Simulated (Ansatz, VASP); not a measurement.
# Two plane-wave programs on ZnS

File INCAR:

```
ALGO = Normal
EDIFF = 1E-6
ENCUT = 520
GGA = PE
ISIF = 2
ISMEAR = 0
LASPH = True
LCHARG = False
LREAL = False
LWAVE = False
NBANDS = 46
NELM = 80
PREC = Accurate
SIGMA = 0.05
```

Contents of KPOINTS:

```
k-points
0
Gamma
  8 8 2
```

Contents of POSCAR:

```
ZnS
1.0
   -3.8467234448      0.0000000000      0.0000000000
   -1.9233617224     -3.3313602246      0.0000000000
   -0.3846723445      0.0000000000     12.5902250307
Zn S
4 4
Direct
    0.9343749653      1.0000000000      0.6562503469
   -0.0156250347      1.0000000000      0.1562503469
    0.2427108819      0.3333333333      0.9062245139
    0.6260442153      0.6666666667      0.4062245139
    0.9156510302      1.0000000000      0.8434896977
    0.9656510302      1.0000000000      0.3434896977
    0.3239497892      0.3333333333      0.0938354415
    0.6072831225      0.6666666667      0.5938354415
```

Input for Ansatz:

```yaml
crystal:
  lattice:
    - [-3.8467234434, 0.0, 0.0]
    - [-1.9233617217, -3.3313602233, 0.0]
    - [-0.3846723443, 0.0, 12.5902250239]
  atoms:
    - { symbol: Zn, position: [-0.0656250347, 0.0, 0.6562503469] }
    - { symbol: Zn, position: [-0.0156250347, 0.0, 0.1562503469] }
    - { symbol: Zn, position: [0.242710882, 0.3333333333, 0.9062245137] }
    - { symbol: Zn, position: [0.6260442153, 0.6666666667, 0.4062245137] }
    - { symbol: S, position: [-0.0843489698, 0.0, 0.8434896978] }
    - { symbol: S, position: [-0.0343489698, 1.0, 0.3434896978] }
    - { symbol: S, position: [0.3239497892, 0.3333333333, 0.0938354415] }
    - { symbol: S, position: [0.6072831225, 0.6666666667, 0.5938354415] }
basis:
  ecutwfc: 420
kpoints:
  mp_grid: { grid: [8, 8, 2] }
hamiltonian:
  xc: pbe
scf:
  occupations: { method: gaussian, width: 0.05 }
output:
  forces: true
  stress: true
  eigenvalues: true
```

Alike in both runs: task single point; functional PBE; k mesh 8 × 8 × 2; occupations gaussian, width 0.05 eV; no spin polarisation.

|  | VASP | Ansatz |
| --- | --- | --- |
| version | VASP 6.6.1 | Ansatz 0.2.0 |
| potentials or method | VASP PAW PBE potentials, release 64 (Zn, S), cutoff 520 eV | scalar-relativistic, plane waves, PAW |
| valence electrons in the cell | 72 | 72 |

Ansatz gave:

```
gap on the k mesh at the Fermi level (eV)                     : 1.98
least direct gap on the mesh (eV)                             : 1.98
pressure (GPa)                                                : -0.1
traceless stress, the component that is largest in VASP (GPa) : 0.79
rms of the force components (eV/Å)                            : 0.068
```

Problem. Which values does VASP return?

Solution. gap on the k mesh at the Fermi level (eV): 1.98; least direct gap on the mesh (eV): 1.98; pressure (GPa): 0.1; traceless stress, the component that is largest in VASP (GPa): 0.79; rms of the force components (eV/Å): 0.068.

Atom by atom the forces differ by 0.001 eV/Å (rms over components).
